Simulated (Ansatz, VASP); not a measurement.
Ta: VASP beside Ansatz

Contents of INCAR:

```
PREC     = Accurate       # precision mode
ENCUT    = 600            # plane-wave cutoff, eV
EDIFF    = 1E-6           # SCF threshold, eV
ISMEAR   = -1             # smearing method
SIGMA    = 0.05           # smearing width, eV
LREAL    = False          # projectors in reciprocal space
LASPH    = True           # aspherical terms in the spheres
NELM     = 80             # most SCF steps
ALGO     = Normal         # electronic algorithm
ISIF     = 3              # what is computed and relaxed
LWAVE    = False          # write WAVECAR
LCHARG   = False          # write CHGCAR
IBRION   = 2              # ionic algorithm
NSW      = 60             # ionic steps
EDIFFG   = -0.005         # ionic threshold
```

File KPOINTS:

```
Automatic mesh
0
Gamma
  14 14 14
```

POSCAR

```
Ta
1.0
    2.6509155493      0.0000000000      0.0000000000
    0.0000000000      2.6509155493      0.0000000000
    0.0000000000      0.0000000000      2.6509155493
Ta
1
Direct
    0.0000000000      0.0000000000      0.0000000000
```

Input for Ansatz:

```yaml
crystal:
  lattice:
    - [2.6509155493, 0.0, 0.0]
    - [0.0, 2.6509155493, 0.0]
    - [0.0, 0.0, 2.6509155493]
  atoms:
    - { symbol: Ta, position: [0.0, 0.0, 0.0] }
kpoints:
  mp_grid: { grid: [14, 14, 14] }
scf:
  occupations: { method: fermi_dirac, width: 0.05 }
hamiltonian:
  xc: lda
  pseudopotentials: { kind: paw }
output:
  forces: true
  stress: true
relax:
  f_tol: 0.005
  max_steps: 40
  cell: {}
```

Alike in both runs: task relaxation of cell and atoms; functional LDA; k mesh 14 × 14 × 14; occupations fermi-dirac, width 0.05 eV; no spin polarisation.

```csv
,VASP,Ansatz
version,VASP 6.6.1,Ansatz 0.2.0
potentials or method,"VASP PAW LDA potentials, release 64 (Ta_pv)","PAW with Ansatz's default frozen-core files, scalar-relativistic"
plane-wave cutoff (eV),600,420
valence electrons in the cell,11,13
```

|  | VASP | Ansatz | Ansatz less VASP |
| --- | --- | --- | --- |
| relaxed volume (Å³/atom) | 19.39 | 19.31 | -0.077 |
| relaxed cell length with the largest relative difference (Å) | 2.687 | 2.683 | -0.0035 |

LDA's correlation is that of Perdew and Zunger in VASP and of Perdew and Wang (1992) in Ansatz. VASP's potentials hold 11 valence electrons a cell and Ansatz's 13, so a difference there can come from the potentials and not from the codes.

Neither program's run includes spin-orbit coupling.
